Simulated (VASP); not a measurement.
Runs of VASP 6.6.1 on TaRu. The structure is that of space group P4/mmm (No. 123), or close to it. The cells are those of the table. 

| cell | gap on the mesh (eV) | pressure (GPa) |
| --- | --- | --- |
| a = 2.991, b = 2.991, c = 3.320 Å, 2 atoms | none | (a) |
| a = 3.053, b = 3.053, c = 3.321 Å, 2 atoms | none | -6.5 |
| a = 3.033, b = 3.033, c = 3.366 Å, 2 atoms | none | -6.2 |
| a = 3.012, b = 3.012, c = 3.343 Å, 2 atoms | none | -0.5 |

Alike in all rows: task electric field gradients; level LDA; potentials or basis VASP PAW LDA potentials, release 64 (Ta_sv_GW, Ru_sv); no spin polarisation; k mesh 11 × 11 × 10; cutoff (eV) 420; smearing fermi-dirac 0.05 eV.

**Question.** Fill in the values left out.

**Answer.** (a) 5.8.

Caveats: spin-orbit coupling is left out, which moves the levels of the heavy elements; the cell stands under tension (at least some runs); the cell stands under pressure (at least some runs).

A k mesh can miss the band edges, and the runs leave out spin-orbit coupling on Ru, Ta.

A gap of «none» marks levels without a gap at the run's occupations.
